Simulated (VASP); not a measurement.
Set up this calculation in VASP 6.6.1, as the native input.

```
Task                      : relaxation of the atoms
Functional                : PBE
Potentials or basis       : VASP PAW PBE potentials, release 64 (Cu, C, O)
Cutoff                    : 520 eV
k mesh                    : 4 × 4 × 1
Occupations               : gaussian, width 0.1 eV
Spin                      : no spin polarisation
Dipole correction         : yes
Atoms held fixed (from 0) : [0, 1, 2, 3]
Further INCAR settings    : ALGO = Normal; EDIFF = 1e-07; NELMDL = -8; IBRION = 2; EDIFFG = -0.02; NSW = 100
```

The structure of Cu12CO lies in POSCAR:

```
Cu12CO
1.0
    5.1123820280      0.0000000000      0.0000000000
    2.5561910140      4.4274527101      0.0000000000
    0.0000000000      0.0000000000     22.1742424462
Cu C O
12 1 1
Selective dynamics
Direct
    0.1666666667      0.1666666667      0.4058763235  F F F
    0.6666666667      0.1666666667      0.4058763235  F F F
    0.1666666667      0.6666666667      0.4058763235  F F F
    0.6666666667      0.6666666667      0.4058763235  F F F
   -0.1666666667      0.3333333333      0.5000000000  T T T
    0.3333333333      0.3333333333      0.5000000000  T T T
   -0.1666666667      0.8333333333      0.5000000000  T T T
    0.3333333333      0.8333333333      0.5000000000  T T T
    0.0000000000      0.0000000000      0.5941236765  T T T
    0.5000000000      0.0000000000      0.5941236765  T T T
    0.0000000000      0.5000000000      0.5941236765  T T T
    0.5000000000      0.5000000000      0.5941236765  T T T
    0.0000000000      0.0000000000      0.6789067308  T T T
    0.0000000000      0.0000000000      0.7316706528  T T T
```

One way to write it, as run:

INCAR

```
SYSTEM = Cu12CO
PREC = Accurate ; ENCUT = 520
EDIFF = 1E-7 ; ISMEAR = 0
SIGMA = 0.1 ; LREAL = .False.
LASPH = .True. ; NELM = 120
ALGO = Normal ; ISIF = 2
LWAVE = .False. ; LCHARG = .False.
LDIPOL = .True. ; IDIPOL = 3
DIPOL = 0.5 0.5 0.529 ; GGA = PE
IBRION = 2 ; NSW = 100
EDIFFG = -0.02 ; GGA_COMPAT = .False.
NELMIN = 4 ; NELMDL = -8
KPAR = 4
```

KPOINTS

```
Automatic mesh
0
Gamma
  4 4 1
  0 0 0
```

Potentials or basis: VASP PAW PBE potentials, release 64 (Cu, C, O).

Run with:

```bash
$ cat potpaw_PBE.64/Cu/POTCAR potpaw_PBE.64/C/POTCAR potpaw_PBE.64/O/POTCAR > POTCAR
$ mpirun -np 4 vasp_std > vasp.out
```

Results of the run:

| Property | Result |
| --- | --- |
| Energy gained by relaxing | 3.2 meV/atom |
| Ionic steps | 60 |
| Band gap on the k mesh | zero (bands 71 and 72 overlap by 0.05 eV) |

Run time: 71 min on 4 MPI ranks on Intel(R) Xeon(R) Platinum 8375C CPU @ 2.90GHz (Ice Lake), on a shared host, peak memory 0.75 GiB a rank.
